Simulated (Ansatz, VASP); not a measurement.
**Two plane-wave programs on AlFe3**

```
Al Fe
1.0
     0.00000    2.88714    2.88714
     2.88714    0.00000    2.88714
     2.88714    2.88714    0.00000
Al Fe
1 3
Cartesian
  0.0000 0.0000 0.0000
  2.8871 2.8871 2.8871
  1.4436 1.4436 1.4436
  4.3307 4.3307 4.3307
```

Alike in both runs: task single point; functional PBEsol; k mesh 6 × 6 × 6; occupations gaussian, width 0.1 eV; collinear spin.

|  | VASP | Ansatz |
| --- | --- | --- |
| version | VASP 6.6.1 | Ansatz 0.2.0 |
| potentials or method | VASP PAW PBE potentials, release 64 (Al, Fe), cutoff 520 eV | scalar-relativistic, plane waves, PAW |
| valence electrons in the cell | 27 | 51 |

|  | VASP | Ansatz | Ansatz less VASP |
| --- | --- | --- | --- |
| gap on the k mesh at the Fermi level (eV) | none | none | - |
| pressure (GPa) | -9.4 | -9.5 | -0.10 |
| net moment per atom (μB) | 1.54 | 1.54 | -0.001 |
| size of the moment on the site where the two differ most (μB) | 2.38 | 2.41 | +0.034 |

VASP's potentials were made for PBE, not for PBEsol. Site moments also hang on the region over which each program counts them. A gap of «none» marks a metal or a gap that the smearing closes. VASP's potentials hold 27 valence electrons a cell and Ansatz's 51, so a difference there can come from the potentials and not from the codes.
